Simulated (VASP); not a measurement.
Al32ClO48 (a cell with a defect) (Cl interstitial hop between voids), 81 atoms in the cell. The cell holds a defect, 81 atoms: a = 10.361 Å, b = 10.361 Å, c = 10.361 Å, α = 55.29°, β = 55.29°, γ = 55.29°. 

- Program: VASP 6.6.1
- Task: single point
- Functional: PBE
- Potentials or basis: VASP PAW PBE potentials, release 64 (Al, O, Cl)
- Cutoff: 520 eV
- k mesh: 1 × 1 × 1, shifted
- Occupations: fermi-dirac, width 0.01 eV
- Spin: no spin polarisation
- Dipole correction: no
- Charge: -1
- Further INCAR settings: LREAL = Auto; ALGO = Normal; EDIFF = 1e-06; NBANDS = 242; NELECT = 392.0

Potentials or basis: VASP PAW PBE potentials, release 64 (Al, O, Cl).

Command:

```sh
$ cat potpaw_PBE.64/Al/POTCAR potpaw_PBE.64/O/POTCAR potpaw_PBE.64/Cl/POTCAR > POTCAR
$ mpirun -np 1 vasp_std > vasp.out
```

Hardware: 1 thread of Intel(R) Xeon(R) Platinum 8375C CPU @ 2.90GHz (Ice Lake), on a shared host.

Problem. Estimate the wall time of this run.

Solution. It took 8.1 min on 1 thread of Intel(R) Xeon(R) Platinum 8375C CPU @ 2.90GHz (Ice Lake), with other jobs on the host, peak memory 0.99 GiB. Counts: scf iterations 16, k points 1.
